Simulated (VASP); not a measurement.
# NbAs (Imm2) in VASP: notebook

Runs on NbAs. Level: PBEsol. Tasks: single point.

Everything below comes from runs of VASP 6.6.1. Logs are shortened: lines on timing, memory, paths and dates and some standing lists are left out, and cuts for length are marked.

## Step 1: The cell of the first run

Symmetry: Imm2, No. 44, orthorhombic system. Conventional cell: a = 4.061 Å, b = 4.061 Å, c = 5.744 Å, α = 90.00°, β = 90.00°, γ = 90.00°. Nb (site symmetry mm2) has 4 As at 2.48 to 2.50 Å within 3.3 Å. As (site symmetry mm2) has 4 Nb at 2.48 to 2.50 Å within 3.3 Å.

## Step 2: Single point, PBEsol (atom 2 (As) moved 0.02 Å along y)

Input file INCAR:

```
PREC = Accurate
ENCUT = 520
EDIFF = 1E-6
ISMEAR = 0
SIGMA = 0.05
LREAL = False
LASPH = True
NELM = 80
ALGO = Normal
ISIF = 2
LWAVE = False
LCHARG = False
GGA = PS
NBANDS = 16
```

Input file KPOINTS:

```
regular mesh
0
Gamma
  10 10 10
```

Input file POSCAR:

```
NbAs
1.0
    0.0000000000      2.8717620844      2.8717620844
    2.8717620844      0.0000000000      2.8717620844
    2.8717620844      2.8717620844      0.0000000000
Nb As
1 1
Direct
    0.0000000000      0.0000000000      0.0000000000
    0.2534821826      0.2465178174      0.2534821826
```

Potentials or basis: VASP PAW PBE potentials, release 64 (Nb_sv, As).

Command:

```console
cat potpaw_PBE.64/Nb_sv/POTCAR potpaw_PBE.64/As/POTCAR > POTCAR
mpirun -np 1 vasp_std > vasp.out
```

OUTCAR:

```text
PREC = Accurate
   ENCUT = 520
   EDIFF = 1E-6
   ISMEAR = 0
   LREAL = False
   LASPH = True
   NELM = 80
   ISIF = 2
   GGA = PS

 ion  position               nearest neighbor table
   1  0.000  0.000  0.000-   2 2.48   2 2.48   2 2.50   2 2.50
   2  0.253  0.247  0.253-   1 2.48   1 2.48   1 2.50   1 2.50

  LATTYP: Found a face centered cubic cell.
 ALAT       =     5.7435241688

  Lattice vectors:

 A1 = (   0.0000000000,   2.8717620844,   2.8717620844)
 A2 = (   2.8717620844,   0.0000000000,   2.8717620844)
 A3 = (   2.8717620844,   2.8717620844,   0.0000000000)

Analysis of symmetry for initial positions (statically):
=====================================================================
 Subroutine PRICEL returns:
 Original cell was already a primitive cell.

 Routine SETGRP: Setting up the symmetry group for a
 face centered cubic supercell.

 Subroutine GETGRP returns: Found  4 space group operations
 (whereof  4 operations were pure point group operations)
 out of a pool of 48 trial point group operations.

The static configuration has the point symmetry C_2v.

Analysis of symmetry for dynamics (positions and initial velocities):
=====================================================================
 Subroutine PRICEL returns:
 Original cell was already a primitive cell.

 Routine SETGRP: Setting up the symmetry group for a
 face centered cubic supercell.

 Subroutine GETGRP returns: Found  4 space group operations
 (whereof  4 operations were pure point group operations)
 out of a pool of 48 trial point group operations.

The dynamic configuration has the point symmetry C_2v.

 Subroutine INISYM returns: Found  4 space group operations
 (whereof  4 operations are pure point group operations),
 and found     1 'primitive' translations

----------------------------------------------------------------------------------------

                                     Primitive cell

  volume of cell :      47.3669

  direct lattice vectors                    reciprocal lattice vectors
     0.000000000  2.871762084  2.871762084    -0.174109131  0.174109131  0.174109131
     2.871762084  0.000000000  2.871762084     0.174109131 -0.174109131  0.174109131
     2.871762084  2.871762084  0.000000000     0.174109131  0.174109131 -0.174109131

  length of vectors
     4.061284888  4.061284888  4.061284888     0.301565860  0.301565860  0.301565860

  position of ions in fractional coordinates (direct lattice)
     0.000000000  0.000000000  0.000000000
[... 72 lines left out ...]
   ISPIN  =      1    spin polarized calculation?
   LNONCOLLINEAR =      F non collinear calculations
   LSORBIT =      F    spin-orbit coupling
   LASPH  =      T    aspherical Exc in radial PAW
   ENCUT  =  520.0 eV  38.22 Ry    6.18 a.u.   7.55  7.55  7.55*2*pi/ulx,y,z
   NELM   =     80;   NELMIN=  2; NELMDL= -5     # of ELM steps
   EDIFF  = 0.1E-05   stopping-criterion for ELM
   LREAL  =      F    real-space projection
   EDIFFG = 0.1E-04   stopping-criterion for IOM
   NSW    =      0    number of steps for IOM
   IBRION =     -1    ionic relax: 0-MD 1-quasi-New 2-CG
   NFREE  =      0    steps in history (QN), initial steepest desc. (CG)
   ISIF   =      2    stress and relaxation
   ISYM   =      2    0-nonsym 1-usesym 2-fastsym
   POTIM  = 0.5000    time-step for ionic-motion
   TEBEG  =    0.0;   TEEND  =   0.0 temperature during run
   PSTRESS=    0.0 pullay stress
   NELECT =      18.0000    total number of electrons
   NUPDOWN=      -1.0000    fix difference up-down
   EMIN   =  10.00;   EMAX   =-10.00  energy-range for DOS
   EFERMI =   0.00;   METHOD = LEGACY
   ISMEAR =     0;   SIGMA  =   0.05  broadening in eV -4-tet -1-fermi 0-gaus
   EFERMI_NEDOS =   21; number of points for ismear=-14 and -15
   IALGO  =     38    algorithm
   IMIX   =      4    mixing-type and parameters
     AMIX     =   0.40;   BMIX     =  1.00
     AMIX_MAG =   1.60;   BMIX_MAG =  1.00
  volume/ion in A,a.u.               =      23.68       159.82
  Fermi-wavevector in a.u.,A,eV,Ry     =   1.185788  2.240815 19.131073  1.406094
  Thomas-Fermi vector in A             =   2.321975
   LORBIT       =      0    0 simple, 1 ext, 2 COOP (PROOUT), +10 PAW based schemes
   GGA     = PS    functional components
   LHFCALC =     F    Hartree Fock is set to
   AEXX    =    0.0000 exact exchange contribution
   IVDW    =     0    specifies the selected vdW correction
   LEPSILON=     F    determine dielectric tensor
   LRPA    =     F    only Hartree local field effects (RPA)
 non-spin polarized calculation
 Gauss-broadening in eV      SIGMA  =   0.05
  energy-cutoff  :      520.00
  volume of cell :       47.37
 maximum number of plane-waves:      1298
   NGX = 15   NGY = 15   NGZ = 15

 number of electron      18.0000001 magnetization

 Free energy of the ion-electron system (eV)
  ---------------------------------------------------
  ext. energy  EPLUGINS =         0.00000000
  ---------------------------------------------------
  free energy    TOTEN  =       -15.33188599 eV

  energy without entropy =      -15.32896491  energy(sigma->0) =      -15.33042545

 E-fermi :   6.0624     XC(G=0): -10.2349

 val. band max:        6.0623934985   @ k =  -0.3000   0.3000   0.1000
 cond. band min:       6.0634088552   @ k =   0.3000   0.2000  -0.4000
 fundamental gap:      0.0010153567
 Fermi energy:         6.0624443810

 k-point     1 :       0.0000    0.0000    0.0000
  band No.  band energies     occupation
      1     -49.2693      2.00000
      2     -25.3777      2.00000
      3     -25.3724      2.00000
      4     -25.3660      2.00000
      5      -5.8251      2.00000
      6       2.4927      2.00000
[... 433 lines left out ...]
      3     -25.3880      2.00000
      4     -25.3789      2.00000
      5      -5.0106      2.00000
      6       1.7861      2.00000
[... 8 lines left out ...]
     15      14.2159      0.00000
     16      15.2094      0.00000

 [... further k-points ...]
[... 5 lines left out ...]
  --------------------------------------------------------------------------------------
  -------------------------------------------------------------------------------------
  Total        0.0584753      0.0469540      0.0584753      0.0000000     -0.0000000     -0.3489836
  in kB        1.9779163      1.5882103      1.9779163      0.0000000     -0.0000000    -11.8043013
  external PRESSURE =       1.8480143 kB  Pullay stress =       0.0000000 kB

 VOLUME and BASIS-vectors are now :
 -----------------------------------------------------------------------------
  energy-cutoff  :      520.00
  volume of cell :       47.37
      direct lattice vectors                 reciprocal lattice vectors
     0.000000000  2.871762084  2.871762084    -0.174109131  0.174109131  0.174109131
     2.871762084  0.000000000  2.871762084     0.174109131 -0.174109131  0.174109131
     2.871762084  2.871762084  0.000000000     0.174109131  0.174109131 -0.174109131

 POSITION                                       TOTAL-FORCE (eV/Angst)
 -----------------------------------------------------------------------------------
      0.00000      0.00000      0.00000         0.000000      0.236953      0.000000
      1.43588      1.45588      1.43588        -0.000000     -0.236953     -0.000000
 -----------------------------------------------------------------------------------
    total drift:                                0.000000      0.000032      0.000000

  FREE ENERGIE OF THE ION-ELECTRON SYSTEM (eV)
  ---------------------------------------------------
  free  energy   TOTEN  =       -15.3318859924 eV

  energy  without entropy=      -15.3289649079  energy(sigma->0) =      -15.33042545
```

Wall time 60 s (1 thread of Intel Xeon 6975P-C (Granite Rapids), shared host); peak memory 0.27 GiB.

Results:

| Property | Result |
| --- | --- |
| Free energy | -15.3319 eV |
| Pressure | 0.2 GPa |
| Largest force | 0.237 eV/Å |
| Band gap on the k mesh | zero (band 9 reaches 6.43 eV, above the bottom of band 10 at 5.92 eV) |

Forces in eV/Å, atoms in the order of the input:
```
Nb   0.000  0.237  0.000
As   0.000 -0.237  0.000
```

Stress tensor (GPa, compression positive):
```
 0.20  0.00 -1.18
 0.00  0.16  0.00
-1.18  0.00  0.20
```

Caveat: the cell differs from its parent crystal (atom 2 (As) moved 0.02 Å along y); the PAW data sets were made with another functional, which shifts forces and pressure a little.

## Step 3: Single point, PBEsol

Input file INCAR:

```
SYSTEM = NbAs
PREC = Accurate ; ENCUT = 520
EDIFF = 1E-6 ; ISMEAR = 0
SIGMA = 0.05 ; LREAL = .False.
LASPH = .True. ; NELM = 100
ALGO = Normal ; ISIF = 2
LWAVE = .False. ; LCHARG = .False.
GGA = PS ; NBANDS = 16
```

Input file KPOINTS:

```
regular mesh
0
Gamma
  10 10 10
  0 0 0
```

Input file POSCAR:

```
NbAs
1.0
   -0.0287176208      2.8717620844      2.8717620844
    2.8430444636      0.0000000000      2.8430444636
    2.8717620844      2.8717620844     -0.0287176208
Nb As
1 1
Direct
    0.0000000000      0.0000000000      0.0000000000
    0.2500000000      0.2500000000      0.2500000000
```

Potentials or basis: VASP PAW PBE potentials, release 64 (Nb_sv, As).

Command:

```console
cat potpaw_PBE.64/Nb_sv/POTCAR potpaw_PBE.64/As/POTCAR > POTCAR
mpirun -np 1 vasp_std > vasp.out
```

It took 56 s on 1 thread of Intel Xeon 6975P-C (Granite Rapids), shared host; peak memory 0.27 GiB.

The run converged. Its results:

* Free energy: -15.3301 eV
* Pressure: 0.2 GPa
* Largest force: 0.348 eV/Å
* Band gap on the k mesh: zero (band 9 reaches 6.43 eV, above the bottom of band 10 at 5.90 eV)

Forces in eV/Å, atoms in the order of the input:
```
Nb   0.000 -0.348  0.000
As   0.000  0.348  0.000
```

Stress tensor (GPa, compression positive):
```
0.20 0.00 1.42
0.00 0.24 0.00
1.42 0.00 0.20
```

Levels at points of the mesh, in eV from the Fermi level:
```
           k point  band 6  band 7  band 8  band 9  band 10  band 11  band 12  band 13
(0.00, 0.00, 0.00)   -3.58   -3.55   -3.51   -0.01    -0.01     2.30     5.67     5.70
(0.50, 0.00, 0.00)   -4.32   -3.16   -3.11    0.35     0.39     0.66     3.37     3.48
(0.00, 0.50, 0.00)   -4.26   -3.16   -3.11    0.37     0.41     0.64     3.27     3.37
(0.50, 0.50, 0.00)   -4.86   -2.12   -2.11   -1.11     0.79     0.87     1.42     1.42
(0.50, 0.00, 0.50)   -4.87   -2.13   -2.10   -1.11     0.79     0.87     1.33     1.51
```

Caveat: the PAW data sets were made with another functional, which shifts forces and pressure a little.
